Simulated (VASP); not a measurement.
# PtS2 (P-3m1) in VASP: further runs

The runs below take PtS2 through single point, with HSE06, PBE-based screened hybrid with 10 % exact exchange.

All numbers are computed with VASP 6.6.1; they aren't measurements. Logs are shortened: lines on timing, memory, paths and dates and some standing lists are left out, and cuts for length are marked.

### Step 1. The cell of the first run

The structure is trigonal, space group P-3m1 (No. 164). The conventional cell has a = 3.553 Å, b = 3.553 Å, c = 5.123 Å, α = 90.00°, β = 90.00°, γ = 120.00°. Pt (site symmetry -3m) has 6 S at 2.39 Å within 3.2 Å. Within 3.2 Å of S (site symmetry 3m) lie 3 Pt at 2.39 Å and 3 S at 3.20 Å.

### Step 2. Single point, HSE06

POSCAR

```
PtS2
1.0
    3.5526240960      0.0000000000      0.0000000000
   -1.7763120480      3.0766627172      0.0000000000
    0.0000000000      0.0000000000      5.1228306077
Pt S
1 2
Direct
    0.0000000000      0.0000000000      0.0000000000
    0.3333333333      0.6666666667      0.2392542177
    0.6666666667      0.3333333333      0.7607457823
```

INCAR.step1

```
PREC = Accurate
ENCUT = 520
EDIFF = 1E-5
ISMEAR = 0
SIGMA = 0.01
LREAL = False
LASPH = True
NELM = 60
ALGO = Normal
ISIF = 2
LWAVE = True
LCHARG = False
GGA = PE
NBANDS = 18
```

INCAR.step2

```
PREC = Accurate
ENCUT = 520
EDIFF = 1E-6
ISMEAR = 0
SIGMA = 0.01
LREAL = False
LASPH = True
NELM = 60
ALGO = Normal
ISIF = 2
LWAVE = False
LCHARG = False
GGA = PE
LHFCALC = True
HFSCREEN = 0.2079
PRECFOCK = Normal
ISTART = 1
NBANDS = 18
```

KPOINTS

```
Automatic mesh
0
Gamma
  6 6 2
```

Potentials or basis: VASP PAW PBE potentials, release 64 (Pt, S).

On the command line:

```console
cat potpaw_PBE.64/Pt/POTCAR potpaw_PBE.64/S/POTCAR > POTCAR
cp INCAR.step1 INCAR
mpirun -np 1 vasp_std > vasp.out
cp INCAR.step2 INCAR
mpirun -np 1 vasp_std > vasp.out
```

OUTCAR:

```text
PREC = Accurate
   ENCUT = 520
   EDIFF = 1E-6
   ISMEAR = 0
   LREAL = False
   LASPH = True
   NELM = 60
   ISIF = 2
   GGA = PE
   LHFCALC = True
   HFSCREEN = 0.2079
   PRECFOCK = Normal
   ISTART = 1

 ion  position               nearest neighbor table
   1  0.000  0.000  0.000-   2 2.39   3 2.39   2 2.39   3 2.39   3 2.39   2 2.39
   2  0.333  0.667  0.239-   1 2.39   1 2.39   1 2.39
   3  0.667  0.333  0.761-   1 2.39   1 2.39   1 2.39

  LATTYP: Found a hexagonal cell.
 ALAT       =     3.5526240960
 C/A-ratio  =     1.4419849861

  Lattice vectors:

 A1 = (   3.5526240960,   0.0000000000,   0.0000000000)
 A2 = (  -1.7763120480,   3.0766627172,   0.0000000000)
 A3 = (   0.0000000000,   0.0000000000,   5.1228306077)

Analysis of symmetry for initial positions (statically):
=====================================================================
 Subroutine PRICEL returns:
 Original cell was already a primitive cell.

 Routine SETGRP: Setting up the symmetry group for a
 hexagonal supercell.

 Subroutine GETGRP returns: Found 12 space group operations
 (whereof 12 operations were pure point group operations)
 out of a pool of 24 trial point group operations.

The static configuration has the point symmetry D_3d.

Analysis of symmetry for dynamics (positions and initial velocities):
=====================================================================
 Subroutine PRICEL returns:
 Original cell was already a primitive cell.

 Routine SETGRP: Setting up the symmetry group for a
 hexagonal supercell.

 Subroutine GETGRP returns: Found 12 space group operations
 (whereof 12 operations were pure point group operations)
 out of a pool of 24 trial point group operations.

The dynamic configuration has the point symmetry D_3d.

 Subroutine INISYM returns: Found 12 space group operations
 (whereof 12 operations are pure point group operations),
 and found     1 'primitive' translations

----------------------------------------------------------------------------------------

                                     Primitive cell

  volume of cell :      55.9937

  direct lattice vectors                    reciprocal lattice vectors
     3.552624096  0.000000000  0.000000000     0.281482074  0.162513751  0.000000000
    -1.776312048  3.076662717  0.000000000     0.000000000  0.325027503  0.000000000
     0.000000000  0.000000000  5.122830608     0.000000000  0.000000000  0.195204581

  length of vectors
     3.552624096  3.552624096  5.122830608     0.325027503  0.325027503  0.195204581

  position of ions in fractional coordinates (direct lattice)
     0.000000000  0.000000000  0.000000000
     0.333333333  0.666666667  0.239254218
     0.666666667  0.333333333  0.760745782

  ion indices of the primitive-cell ions
   primitive index   ion index
                 1           1
                 2           2
                 3           3

----------------------------------------------------------------------------------------

 KPOINTS: Automatic mesh

Automatic generation of k-mesh.
 Grid dimensions read from file:
 generate k-points for:    6    6    2

 Generating k-lattice:

  Cartesian coordinates                     Fractional coordinates (reciprocal lattice)
     0.046913679  0.027085625  0.000000000     0.166666667  0.000000000  0.000000000
     0.000000000  0.054171250  0.000000000     0.000000000  0.166666667  0.000000000
     0.000000000  0.000000000  0.097602290     0.000000000  0.000000000  0.500000000

  Length of vectors
     0.054171250  0.054171250  0.097602290

  Shift w.r.t. Gamma in fractional coordinates (k-lattice)
     0.000000000  0.000000000  0.000000000

 Subroutine IBZKPT returns following result:
 ===========================================

 Found     14 irreducible k-points:

 Following reciprocal coordinates:
            Coordinates               Weight
  0.000000  0.000000  0.000000      1.000000
  0.166667  0.000000  0.000000      6.000000
  0.333333  0.000000  0.000000      6.000000
  0.500000 -0.000000  0.000000      3.000000
  0.166667  0.166667  0.000000      6.000000
  0.333333  0.166667  0.000000     12.000000
  0.333333  0.333333  0.000000      2.000000
  0.000000  0.000000  0.500000      1.000000
  0.166667  0.000000  0.500000      6.000000
  0.333333  0.000000  0.500000      6.000000
  0.500000 -0.000000  0.500000      3.000000
  0.166667  0.166667  0.500000      6.000000
  0.333333  0.166667  0.500000     12.000000
  0.333333  0.333333  0.500000      2.000000
   k-points           NKPTS =     14   k-points in BZ     NKDIM =     72   number of bands    NBANDS=     18
   number of dos      NEDOS =    301   number of ions     NIONS =      3
   total plane-waves  NPLWV =  31360
   dimension x,y,z NGX =    28 NGY =   28 NGZ =   40
   dimension x,y,z NGXF=    56 NGYF=   56 NGZF=   80
   ions per type =               1   2
   NGX,Y,Z   is equivalent  to a cutoff of  13.10, 13.10, 12.98 a.u.
   NGXF,Y,Z  is equivalent  to a cutoff of  26.21, 26.21, 25.96 a.u.
 SYSTEM =  unknown system
   PREC   = accura    normal or accurate (medium, high low for compatibility)
   ISTART =      1    job   : 0-new  1-cont  2-samecut
   ICHARG =      0    charge: 1-file 2-atom 10-const
   ISPIN  =      1    spin polarized calculation?
   LNONCOLLINEAR =      F non collinear calculations
   LSORBIT =      F    spin-orbit coupling
   LASPH  =      T    aspherical Exc in radial PAW
   ENCUT  =  520.0 eV  38.22 Ry    6.18 a.u.   6.61  6.61  9.53*2*pi/ulx,y,z
   NELM   =     60;   NELMIN=  2; NELMDL=  0     # of ELM steps
   EDIFF  = 0.1E-05   stopping-criterion for ELM
   LREAL  =      F    real-space projection
   EDIFFG = 0.1E-04   stopping-criterion for IOM
   NSW    =      0    number of steps for IOM
   IBRION =     -1    ionic relax: 0-MD 1-quasi-New 2-CG
   NFREE  =      0    steps in history (QN), initial steepest desc. (CG)
   ISIF   =      2    stress and relaxation
   ISYM   =      3    0-nonsym 1-usesym 2-fastsym
   POTIM  = 0.5000    time-step for ionic-motion
   TEBEG  =    0.0;   TEEND  =   0.0 temperature during run
   PSTRESS=    0.0 pullay stress
   NELECT =      22.0000    total number of electrons
   NUPDOWN=      -1.0000    fix difference up-down
   EMIN   =  10.00;   EMAX   =-10.00  energy-range for DOS
   EFERMI =   0.00;   METHOD = LEGACY
   ISMEAR =     0;   SIGMA  =   0.01  broadening in eV -4-tet -1-fermi 0-gaus
   EFERMI_NEDOS =   21; number of points for ismear=-14 and -15
   IALGO  =     38    algorithm
   IMIX   =      1    mixing-type and parameters
     AMIX     =   0.40;   BMIX     =  1.00
     AMIX_MAG =   1.60;   BMIX_MAG =  1.00
  volume/ion in A,a.u.               =      18.66       125.95
  Fermi-wavevector in a.u.,A,eV,Ry     =   1.199046  2.265869 19.561265  1.437712
  Thomas-Fermi vector in A             =   2.334919
   LORBIT       =      0    0 simple, 1 ext, 2 COOP (PROOUT), +10 PAW based schemes
   GGA     = PE    functional components
   LHFCALC =     T    Hartree Fock is set to
   PRECFOCK=normal    Normal, Fast or Accurate (Low or Medium for compatibility)
   ENCUT4O =  -1.0   cutoff for four orbital integrals eV
   NKREDX  =     1    reduce k-point grid by
   NKREDY  =     1    reduce k-point grid by
   NKREDZ  =     1    reduce k-point grid by
   AEXX    =    0.2500 exact exchange contribution
   HFSCREEN=    0.2079 screening length (either q_TF or 0.3 A-1)
   HFSCREENC=   0.2079 screening length for correlation (either q_TF or 0.3 A-1)
   ENCUTFOCK=  -1.0 apply spherical cutoff to Coloumb kernel
   IVDW    =     0    specifies the selected vdW correction
   LEPSILON=     F    determine dielectric tensor
   LRPA    =     F    only Hartree local field effects (RPA)
 non-spin polarized calculation
 Gauss-broadening in eV      SIGMA  =   0.01
  energy-cutoff  :      520.00
  volume of cell :       55.99
 maximum number of plane-waves:      1536
 NGX is ok and might be reduce to    28
  NGX = 20; NGY = 20; NGZ = 30

 number of electron      21.9999996 magnetization

 Free energy of the ion-electron system (eV)
  ---------------------------------------------------
  ext. energy  EPLUGINS =         0.00000000
  ---------------------------------------------------
  free energy    TOTEN  =       -18.63490285 eV

  energy without entropy =      -18.63490285  energy(sigma->0) =      -18.63490285

 E-fermi :   6.0674     XC(G=0):  -8.6903

 val. band max:        6.0242562236   @ k =   0.0000   0.0000   0.0000
 cond. band min:       7.4433810899   @ k =   0.3333   0.3333   0.0000
 fundamental gap:      1.4191248663
 Fermi energy:         6.0673600836

 k-point     1 :       0.0000    0.0000    0.0000
  band No.  band energies     occupation
      1     -10.7260      2.00000
      2      -7.6431      2.00000
      3      -1.7281      2.00000
      4      -1.1952      2.00000
      5      -1.1952      2.00000
      6       1.4118      2.00000
[... 10 lines left out ...]
     17      15.1038      0.00000
     18      19.6326      0.00000

 k-point     2 :       0.1667    0.0000    0.0000
  band No.  band energies     occupation
      1     -10.3519      2.00000
      2      -7.8100      2.00000
      3      -1.3492      2.00000
      4      -0.9695      2.00000
      5      -0.9459      2.00000
      6       0.9669      2.00000
[... 10 lines left out ...]
     17      16.1281      0.00000
     18      17.0663      0.00000

 k-point     3 :       0.3333    0.0000    0.0000
  band No.  band energies     occupation
      1      -9.4213      2.00000
      2      -8.1492      2.00000
      3      -1.2389      2.00000
      4      -0.5299      2.00000
      5      -0.1613      2.00000
      6       0.1676      2.00000
[... 10 lines left out ...]
     17      15.8464      0.00000
     18      16.6667      0.00000

 k-point     4 :       0.5000   -0.0000    0.0000
  band No.  band energies     occupation
      1      -8.6795      2.00000
      2      -8.4540      2.00000
      3      -2.0337      2.00000
      4      -0.4535      2.00000
      5       0.0944      2.00000
      6       1.3713      2.00000
[... 165 lines left out ...]
      4      -0.8435      2.00000
      5      -0.0589      2.00000
      6       0.6517      2.00000
[... 10 lines left out ...]
     17      16.0856      0.00000
     18      16.3802      0.00000

 k-point    13 :       0.3333    0.1667    0.5000
  band No.  band energies     occupation
      1      -8.6951      2.00000
      2      -8.3886      2.00000
      3      -1.7381      2.00000
      4      -0.8744      2.00000
      5       0.0947      2.00000
      6       0.8152      2.00000
[... 10 lines left out ...]
     17      16.0242      0.00000
     18      17.5189      0.00000

 k-point    14 :       0.3333    0.3333    0.5000
  band No.  band energies     occupation
      1      -8.4098      2.00000
      2      -8.4098      2.00000
      3      -0.9892      2.00000
      4      -0.9892      2.00000
      5      -0.7100      2.00000
      6       1.2071      2.00000
[... 10 lines left out ...]
     17      15.0146      0.00000
     18      17.7502      0.00000

------------------------ aborting loop because EDIFF is reached ----------------------------------------

  FORCE on cell =-STRESS in cart. coord.  units (eV):
  Direction    XX          YY          ZZ          XY          YZ          ZX
  --------------------------------------------------------------------------------------
  -------------------------------------------------------------------------------------
  Total       -0.6299235     -0.6299235     -0.1613826     -0.0000000      0.0000000      0.0000000
  in kB      -18.0243364    -18.0243364     -4.6177259     -0.0000000      0.0000000      0.0000000
  external PRESSURE =     -13.5554662 kB  Pullay stress =       0.0000000 kB

 VOLUME and BASIS-vectors are now :
 -----------------------------------------------------------------------------
  energy-cutoff  :      520.00
  volume of cell :       55.99
      direct lattice vectors                 reciprocal lattice vectors
     3.552624096  0.000000000  0.000000000     0.281482074  0.162513751  0.000000000
    -1.776312048  3.076662717  0.000000000     0.000000000  0.325027503  0.000000000
     0.000000000  0.000000000  5.122830608     0.000000000  0.000000000  0.195204581

 POSITION                                       TOTAL-FORCE (eV/Angst)
 -----------------------------------------------------------------------------------
      0.00000      0.00000      0.00000         0.000000      0.000000      0.000000
     -0.00000      2.05111      1.22566        -0.000000      0.000000     -0.399202
      1.77631      1.02555      3.89717         0.000000     -0.000000      0.399202
 -----------------------------------------------------------------------------------
    total drift:                               -0.000000      0.000000      0.000002

  FREE ENERGIE OF THE ION-ELECTRON SYSTEM (eV)
  ---------------------------------------------------
  free  energy   TOTEN  =       -18.6349028488 eV

  energy  without entropy=      -18.6349028488  energy(sigma->0) =      -18.63490285
```

Wall time 23 min (1 thread of Oxide Virtual Turin-like, shared host); peak memory 0.25 GiB.

Results:

```yaml
Free_energy: -18.6349 eV
Pressure: -1.4 GPa
Largest_force: 0.399 eV/Å
Band_gap_on_the_k_mesh: 1.42 eV (least direct gap 2.32 eV)
```

Forces in eV/Å, atoms in the order of the input:
```
Pt   0.000  0.000  0.000
S    0.000  0.000 -0.399
S    0.000  0.000  0.399
```

Caveat: the k points lie up to 0.61 Å⁻¹ apart; the PAW data sets were made with another functional, which shifts forces and pressure a little; spin-orbit coupling is left out, which moves the levels of the heavy elements. A k mesh can miss the band edges.

### Step 3. Single point, PBE-based screened hybrid with 10 % exact exchange

POSCAR is that of step 2.

INCAR.step1

```
  PREC = Accurate
  ENCUT = 520
  EDIFF = 1E-5
  ISMEAR = 0
  SIGMA = 0.01
  LREAL = F
  LASPH = T
  NELM = 100
  ALGO = Normal
  ISIF = 2
  LWAVE = T
  LCHARG = F
  NBANDS = 18
  GGA = PE
```

INCAR.step2

```
  PREC = Accurate
  ENCUT = 520
  EDIFF = 1E-6
  ISMEAR = 0
  SIGMA = 0.01
  LREAL = F
  LASPH = T
  NELM = 100
  ALGO = Normal
  ISIF = 2
  LWAVE = F
  LCHARG = F
  GGA = PE
  LHFCALC = T
  AEXX = 0.1
  HFSCREEN = 0.1
  PRECFOCK = Normal
  NBANDS = 18
  ISTART = 1
```

KPOINTS

```
regular mesh
0
Gamma
  6 6 2
```

Potentials or basis: VASP PAW PBE potentials, release 64 (Pt, S).

On the command line:

```console
cat potpaw_PBE.64/Pt/POTCAR potpaw_PBE.64/S/POTCAR > POTCAR
cp INCAR.step1 INCAR
mpirun -np 1 vasp_std > vasp.out
cp INCAR.step2 INCAR
mpirun -np 1 vasp_std > vasp.out
```

It took 17 min on 1 thread of Oxide Virtual Turin-like, shared host; peak memory 0.26 GiB.

It converged, with:

| Quantity | Value |
| --- | --- |
| Free energy | -16.9881 eV |
| Pressure | 1.2 GPa |
| Largest force | 0.151 eV/Å |
| Band gap on the k mesh | 1.16 eV (least direct gap 1.94 eV) |

Forces on the atoms (eV/Å):
```
Pt   0.000  0.000  0.000
S    0.000  0.000 -0.151
S    0.000  0.000  0.151
```

Levels at points of the mesh, in eV from the valence-band top:
| k point | band 9 | band 10 | band 11 | band 12 | band 13 | band 14 |
| --- | --- | --- | --- | --- | --- | --- |
| (0.00, 0.00, 0.00) | -1.09 | -1.09 | 0.00 | 2.47 | 2.47 | 5.17 |
| (0.50, 0.00, 0.00) | -3.28 | -3.26 | -2.64 | 1.93 | 2.98 | 5.93 |
| (0.00, 0.00, 0.50) | -1.32 | -1.32 | -1.29 | 3.02 | 3.02 | 6.01 |
| (0.50, 0.00, 0.50) | -2.99 | -2.85 | -1.51 | 2.11 | 2.63 | 5.59 |

Caveat: the k points lie up to 0.61 Å⁻¹ apart; the PAW data sets were made with another functional, which shifts forces and pressure a little; spin-orbit coupling is left out, which moves the levels of the heavy elements. A k mesh can miss the band edges.
